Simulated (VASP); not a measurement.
# BP (F-43m) in VASP: further runs, part 2 of 3

VASP 6.6.1.

## (3) Electric field gradients, LDA (volume scaled by 1.04)

The input, INCAR:

```
SYSTEM = BP
  PREC = Accurate
  ENCUT = 520
  EDIFF = 1E-8
  ISMEAR = -1
  SIGMA = 0.08
  LREAL = .FALSE.
  LASPH = .TRUE.
  NELM = 60
  ALGO = Normal
  ISIF = 2
  LWAVE = .FALSE.
  LCHARG = .FALSE.
  GGA = CA
  LEFG = .TRUE.
  NBANDS = 11
```

The input, KPOINTS:

```
Automatic mesh
0
G
  12 12 12
  0 0 0
```

The input, POSCAR:

```
BP
1.0
    0.0000000000      2.2988586873      2.2988586873
    2.2988586873      0.0000000000      2.2988586873
    2.2988586873      2.2988586873      0.0000000000
B P
1 1
Direct
    0.0000000000      0.0000000000      0.0000000000
    0.7500000000      0.7500000000      0.7500000000
```

Potentials or basis: VASP PAW LDA potentials, release 64 (B, P).

Command:

```
cat potpaw_LDA.64/B/POTCAR potpaw_LDA.64/P/POTCAR > POTCAR
mpirun -np 1 vasp_std > vasp.out
```

OUTCAR:

```text
SYSTEM = BP
   PREC = Accurate
   ENCUT = 520
   EDIFF = 1E-8
   ISMEAR = -1
   LREAL = .FALSE.
   LASPH = .TRUE.
   NELM = 60
   ISIF = 2
   GGA = CA

 ion  position               nearest neighbor table
   1  0.000  0.000  0.000-   2 1.99   2 1.99   2 1.99   2 1.99
   2  0.750  0.750  0.750-   1 1.99   1 1.99   1 1.99   1 1.99

  LATTYP: Found a face centered cubic cell.
 ALAT       =     4.5977173746

  Lattice vectors:

 A1 = (   0.0000000000,   2.2988586873,   2.2988586873)
 A2 = (   2.2988586873,   0.0000000000,   2.2988586873)
 A3 = (   2.2988586873,   2.2988586873,   0.0000000000)

Analysis of symmetry for initial positions (statically):
=====================================================================
 Subroutine PRICEL returns:
 Original cell was already a primitive cell.

 Routine SETGRP: Setting up the symmetry group for a
 face centered cubic supercell.

 Subroutine GETGRP returns: Found 24 space group operations
 (whereof 24 operations were pure point group operations)
 out of a pool of 48 trial point group operations.

The static configuration has the point symmetry T_d .

Analysis of symmetry for dynamics (positions and initial velocities):
=====================================================================
 Subroutine PRICEL returns:
 Original cell was already a primitive cell.

 Routine SETGRP: Setting up the symmetry group for a
 face centered cubic supercell.

 Subroutine GETGRP returns: Found 24 space group operations
 (whereof 24 operations were pure point group operations)
 out of a pool of 48 trial point group operations.

The dynamic configuration has the point symmetry T_d .

[... 161 lines left out ...]
      8      13.7235      0.00000
      9      17.9333      0.00000
     10      19.0130      0.00000
     11      19.0130      0.00000
[... 309 lines left out ...]
 k-point    24 :      -0.4167    0.1667    0.0000
  band No.  band energies     occupation
      1      -4.6050      2.00000
      2      -1.3516      2.00000
      3       3.1618      2.00000
      4       4.7104      2.00000
      5      10.4091      0.00000
      6      12.9371      0.00000
      7      12.9922      0.00000
      8      16.9387      0.00000
      9      18.5254      0.00000
     10      19.5281      0.00000
     11      22.5820      0.00000

 [... further k-points ...]
[... 5 lines left out ...]
  --------------------------------------------------------------------------------------
  -------------------------------------------------------------------------------------
  Total       -1.6613199     -1.6613199     -1.6613199      0.0000000      0.0000000     -0.0000000
  in kB     -109.5461239   -109.5461239   -109.5461239      0.0000000      0.0000000     -0.0000000
  external PRESSURE =    -109.5461239 kB  Pullay stress =       0.0000000 kB

 VOLUME and BASIS-vectors are now :
 -----------------------------------------------------------------------------
  energy-cutoff  :      520.00
  volume of cell :       24.30
      direct lattice vectors                 reciprocal lattice vectors
     0.000000000  2.298858687  2.298858687    -0.217499232  0.217499232  0.217499232
     2.298858687  0.000000000  2.298858687     0.217499232 -0.217499232  0.217499232
     2.298858687  2.298858687  0.000000000     0.217499232  0.217499232 -0.217499232

 POSITION                                       TOTAL-FORCE (eV/Angst)
 -----------------------------------------------------------------------------------
      0.00000      0.00000      0.00000         0.000000      0.000000      0.000000
      3.44829      3.44829      3.44829        -0.000000     -0.000000     -0.000000
 -----------------------------------------------------------------------------------
    total drift:                               -0.000000     -0.000000     -0.000000

  FREE ENERGIE OF THE ION-ELECTRON SYSTEM (eV)
  ---------------------------------------------------
  free  energy   TOTEN  =       -14.3398707592 eV

  energy  without entropy=      -14.3398650978  energy(sigma->0) =      -14.33986793

 Electric field gradients (V/A^2)
---------------------------------------------------------------------
 ion       V_xx      V_yy      V_zz      V_xy      V_xz      V_yz
---------------------------------------------------------------------
   1       0.000     0.000     0.000     0.000     0.000     0.000
   2      -0.000    -0.000    -0.000     0.000     0.000     0.000
---------------------------------------------------------------------

 Electric field gradients after diagonalization (V/A^2)
 (convention: |V_zz| > |V_xx| > |V_yy|)
----------------------------------------------------------------------
 ion       V_xx      V_yy      V_zz     asymmetry (V_yy - V_xx)/ V_zz
----------------------------------------------------------------------
   1      -0.000    -0.000     0.000       0.000
   2      -0.000    -0.000     0.000       0.000
----------------------------------------------------------------------

           NMR quadrupolar parameters

 Cq : quadrupolar parameter    Cq=e*Q*V_zz/h
 eta: asymmetry parameters     (V_yy - V_xx)/ V_zz
 Q  : nuclear electric quadrupole moment in mb (millibarn)
----------------------------------------------------------------------
 ion       Cq(MHz)       eta       Q (mb)
----------------------------------------------------------------------
   1       0.000       0.000       1.000
   2       0.000       0.000       1.000
----------------------------------------------------------------------
```

stdout:

```text
POSCAR found type information on POSCAR B P
 POSCAR found :  2 types and       2 ions
 scaLAPACK will be used
 LDA part: xc-table for (Slater(with rela. corr.)+CA(PZ))
 , standard interpolation
 POSCAR, INCAR and KPOINTS ok, starting setup
 FFT: planning ... GRIDC
 FFT: planning ... GRID_SOFT
 FFT: planning ... GRID
 WAVECAR not read
 entering main loop
ion   1

ion   2
```

Wall time 26 s (1 thread of Intel Xeon 8259CL, shared host); peak memory 0.13 GiB.

What came out:

| Property | Result |
| --- | --- |
| Free energy | -14.3399 eV |
| Pressure | -11.0 GPa |
| Band gap on the k mesh | 1.23 eV, indirect (least direct gap 3.32 eV) |

Caveat: without QUAD_EFG the Cq values of the log hold for a quadrupole moment of 1 mb, not for the nuclei. A k mesh can miss the band edges.

## (4) Electric field gradients, LDA (volume scaled by 0.96)

The input, INCAR:

```
ALGO = Normal
EDIFF = 1E-8
ENCUT = 520
ISIF = 2
ISMEAR = -1
LASPH = T
LCHARG = F
LEFG = T
LREAL = F
LWAVE = F
NBANDS = 11
NELM = 100
PREC = Accurate
SIGMA = 0.08
```

The input, KPOINTS:

```
k-points
0
Gamma
  12 12 12
```

The input, POSCAR:

```
BP
1.0
    0.0000000000      2.2383340787      2.2383340787
    2.2383340787      0.0000000000      2.2383340787
    2.2383340787      2.2383340787      0.0000000000
B P
1 1
Direct
    0.0000000000      0.0000000000      0.0000000000
    0.7500000000      0.7500000000      0.7500000000
```

Potentials or basis: VASP PAW LDA potentials, release 64 (B, P).

Command:

```
cat potpaw_LDA.64/B/POTCAR potpaw_LDA.64/P/POTCAR > POTCAR
mpirun -np 1 vasp_std > vasp.out
```

OUTCAR:

```text
EDIFF = 1E-8
   ENCUT = 520
   ISIF = 2
   ISMEAR = -1
   LASPH = T
   LREAL = F
   NELM = 100
   PREC = Accurate

 ion  position               nearest neighbor table
   1  0.000  0.000  0.000-   2 1.94   2 1.94   2 1.94   2 1.94
   2  0.750  0.750  0.750-   1 1.94   1 1.94   1 1.94   1 1.94

  LATTYP: Found a face centered cubic cell.
 ALAT       =     4.4766681574

  Lattice vectors:

 A1 = (   0.0000000000,   2.2383340787,   2.2383340787)
 A2 = (   2.2383340787,   0.0000000000,   2.2383340787)
[... 547 lines left out ...]
  ---------------------------------------------------
  free  energy   TOTEN  =       -14.3986600021 eV

  energy  without entropy=      -14.3986504802  energy(sigma->0) =      -14.39865524

 Electric field gradients (V/A^2)
---------------------------------------------------------------------
 ion       V_xx      V_yy      V_zz      V_xy      V_xz      V_yz
---------------------------------------------------------------------
   1       0.000    -0.000    -0.000     0.000     0.000     0.000
   2      -0.000     0.000    -0.000    -0.000    -0.000    -0.000
---------------------------------------------------------------------

 Electric field gradients after diagonalization (V/A^2)
 (convention: |V_zz| > |V_xx| > |V_yy|)
----------------------------------------------------------------------
 ion       V_xx      V_yy      V_zz     asymmetry (V_yy - V_xx)/ V_zz
----------------------------------------------------------------------
   1      -0.000    -0.000     0.000       0.000
   2       0.000     0.000    -0.000       0.000
----------------------------------------------------------------------

           NMR quadrupolar parameters

 Cq : quadrupolar parameter    Cq=e*Q*V_zz/h
 eta: asymmetry parameters     (V_yy - V_xx)/ V_zz
 Q  : nuclear electric quadrupole moment in mb (millibarn)
----------------------------------------------------------------------
 ion       Cq(MHz)       eta       Q (mb)
----------------------------------------------------------------------
   1       0.000       0.000       1.000
   2      -0.000       0.000       1.000
----------------------------------------------------------------------
```

OSZICAR:

```text
N       E                     dE             d eps       ncg     rms          rms(c)
DAV:   1     0.802810898664E+01    0.80281E+01   -0.39226E+03  1592   0.651E+02
DAV:   2    -0.147234834058E+02   -0.22752E+02   -0.21764E+02  2101   0.111E+02
DAV:   3    -0.153191291951E+02   -0.59565E+00   -0.59409E+00  1983   0.159E+01
DAV:   4    -0.153214263397E+02   -0.22971E-02   -0.22969E-02  1813   0.117E+00
DAV:   5    -0.153214380720E+02   -0.11732E-04   -0.11733E-04  1975   0.829E-02    0.779E+00
DAV:   6    -0.145378751122E+02    0.78356E+00   -0.17390E+00  1797   0.577E+00    0.409E+00
DAV:   7    -0.144116454988E+02    0.12623E+00   -0.29486E-01  1969   0.271E+00    0.133E+00
DAV:   8    -0.143986196241E+02    0.13026E-01   -0.32774E-02  1842   0.984E-01    0.235E-01
DAV:   9    -0.143986640219E+02   -0.44398E-04   -0.80189E-04  1827   0.200E-01    0.169E-01
DAV:  10    -0.143986582075E+02    0.58144E-05   -0.12700E-04  1773   0.641E-02    0.362E-02
DAV:  11    -0.143986604940E+02   -0.22865E-05   -0.87114E-06  1939   0.147E-02    0.441E-02
DAV:  12    -0.143986599931E+02    0.50097E-06   -0.28561E-06  1824   0.710E-03    0.158E-02
DAV:  13    -0.143986600021E+02   -0.90274E-08   -0.84475E-08  1869   0.191E-03
   1 F= -.14398660E+02 E0= -.14398655E+02  d E =-.952194E-05
```

It used 7.5 s of CPU time on 1 thread of Intel Xeon 6975P-C, with other jobs on the host.

What came out:

* Free energy: -14.3987 eV
* Pressure: 1.5 GPa
* Band gap on the k mesh: 1.13 eV, indirect (least direct gap 3.44 eV)

Caveat: without QUAD_EFG the Cq values of the log hold for a quadrupole moment of 1 mb, not for the nuclei. A k mesh can miss the band edges.

## (5) Electric field gradients, LDA (volume scaled by 0.96)

The input, INCAR:

```
SYSTEM = BP
PREC = Accurate
ENCUT = 520
EDIFF = 1E-8
ISMEAR = -1
SIGMA = 0.08
LREAL = .False.
LASPH = .True.
NELM = 100
ALGO = Normal
ISIF = 2
LWAVE = .False.
LCHARG = .False.
GGA = CA
LEFG = .True.
NBANDS = 11
```

The input, KPOINTS:

```
regular mesh
0
Gamma
  12 12 12
  0 0 0
```

POSCAR is that of step 4.

Potentials or basis: VASP PAW LDA potentials, release 64 (B, P).

Command:

```
cat potpaw_LDA.64/B/POTCAR potpaw_LDA.64/P/POTCAR > POTCAR
mpirun -np 1 vasp_std > vasp.out
```

OUTCAR:

```text
SYSTEM = BP
   PREC = Accurate
   ENCUT = 520
   EDIFF = 1E-8
   ISMEAR = -1
   LREAL = .False.
   LASPH = .True.
   NELM = 100
   ISIF = 2
   GGA = CA

 ion  position               nearest neighbor table
   1  0.000  0.000  0.000-   2 1.94   2 1.94   2 1.94   2 1.94
   2  0.750  0.750  0.750-   1 1.94   1 1.94   1 1.94   1 1.94

  LATTYP: Found a face centered cubic cell.
 ALAT       =     4.4766681574

  Lattice vectors:

 A1 = (   0.0000000000,   2.2383340787,   2.2383340787)
 A2 = (   2.2383340787,   0.0000000000,   2.2383340787)
 A3 = (   2.2383340787,   2.2383340787,   0.0000000000)

Analysis of symmetry for initial positions (statically):
=====================================================================
 Subroutine PRICEL returns:
 Original cell was already a primitive cell.

 Routine SETGRP: Setting up the symmetry group for a
 face centered cubic supercell.

 Subroutine GETGRP returns: Found 24 space group operations
[... 522 lines left out ...]
  volume of cell :       22.43
      direct lattice vectors                 reciprocal lattice vectors
     0.000000000  2.238334079  2.238334079    -0.223380417  0.223380417  0.223380417
     2.238334079  0.000000000  2.238334079     0.223380417 -0.223380417  0.223380417
     2.238334079  2.238334079  0.000000000     0.223380417  0.223380417 -0.223380417

 POSITION                                       TOTAL-FORCE (eV/Angst)
 -----------------------------------------------------------------------------------
      0.00000      0.00000      0.00000        -0.000000      0.000000     -0.000000
      3.35750      3.35750      3.35750         0.000000     -0.000000      0.000000
 -----------------------------------------------------------------------------------
    total drift:                                0.000000      0.000000     -0.000000

  FREE ENERGIE OF THE ION-ELECTRON SYSTEM (eV)
  ---------------------------------------------------
  free  energy   TOTEN  =       -14.3986600021 eV

  energy  without entropy=      -14.3986504802  energy(sigma->0) =      -14.39865524

 Electric field gradients (V/A^2)
---------------------------------------------------------------------
 ion       V_xx      V_yy      V_zz      V_xy      V_xz      V_yz
---------------------------------------------------------------------
   1       0.000    -0.000    -0.000     0.000     0.000     0.000
   2      -0.000     0.000    -0.000    -0.000    -0.000    -0.000
---------------------------------------------------------------------

 Electric field gradients after diagonalization (V/A^2)
 (convention: |V_zz| > |V_xx| > |V_yy|)
----------------------------------------------------------------------
 ion       V_xx      V_yy      V_zz     asymmetry (V_yy - V_xx)/ V_zz
----------------------------------------------------------------------
   1      -0.000    -0.000     0.000       0.000
   2       0.000     0.000    -0.000       0.000
----------------------------------------------------------------------

           NMR quadrupolar parameters

 Cq : quadrupolar parameter    Cq=e*Q*V_zz/h
 eta: asymmetry parameters     (V_yy - V_xx)/ V_zz
 Q  : nuclear electric quadrupole moment in mb (millibarn)
----------------------------------------------------------------------
 ion       Cq(MHz)       eta       Q (mb)
----------------------------------------------------------------------
   1       0.000       0.000       1.000
   2      -0.000       0.000       1.000
----------------------------------------------------------------------
```

OSZICAR:

```text
N       E                     dE             d eps       ncg     rms          rms(c)
DAV:   1     0.802810898664E+01    0.80281E+01   -0.39226E+03  1592   0.651E+02
DAV:   2    -0.147234834058E+02   -0.22752E+02   -0.21764E+02  2101   0.111E+02
DAV:   3    -0.153191291951E+02   -0.59565E+00   -0.59409E+00  1983   0.159E+01
DAV:   4    -0.153214263397E+02   -0.22971E-02   -0.22969E-02  1813   0.117E+00
DAV:   5    -0.153214380720E+02   -0.11732E-04   -0.11733E-04  1975   0.829E-02    0.779E+00
DAV:   6    -0.145378751122E+02    0.78356E+00   -0.17390E+00  1797   0.577E+00    0.409E+00
DAV:   7    -0.144116454988E+02    0.12623E+00   -0.29486E-01  1969   0.271E+00    0.133E+00
DAV:   8    -0.143986196241E+02    0.13026E-01   -0.32774E-02  1842   0.984E-01    0.235E-01
DAV:   9    -0.143986640219E+02   -0.44398E-04   -0.80189E-04  1827   0.200E-01    0.169E-01
DAV:  10    -0.143986582075E+02    0.58144E-05   -0.12700E-04  1773   0.641E-02    0.362E-02
DAV:  11    -0.143986604940E+02   -0.22865E-05   -0.87114E-06  1939   0.147E-02    0.441E-02
DAV:  12    -0.143986599931E+02    0.50097E-06   -0.28561E-06  1824   0.710E-03    0.158E-02
DAV:  13    -0.143986600021E+02   -0.90274E-08   -0.84475E-08  1869   0.191E-03
   1 F= -.14398660E+02 E0= -.14398655E+02  d E =-.952194E-05
```

It used 8.4 s of CPU time on 1 thread of Intel Xeon 6975P-C, on a shared host.

What came out:

* Free energy: -14.3987 eV
* Pressure: 1.5 GPa
* Band gap on the k mesh: 1.13 eV, indirect (least direct gap 3.44 eV)

Levels at points of the mesh, in eV from the valence-band top:
```csv
k point,band 2,band 3,band 4,band 5,band 6,band 7
"(0.00, 0.00, 0.00)",0.00,0.00,0.00,3.44,3.44,3.44
"(0.50, 0.00, 0.00)",-9.30,-1.80,-1.80,4.03,4.71,4.71
"(0.50, 0.50, 0.00)",-8.69,-4.25,-4.25,1.23,1.52,12.38
```

Caveat: without QUAD_EFG the Cq values of the log hold for a quadrupole moment of 1 mb, not for the nuclei. A k mesh can miss the band edges.

[end of part 2 of 3]
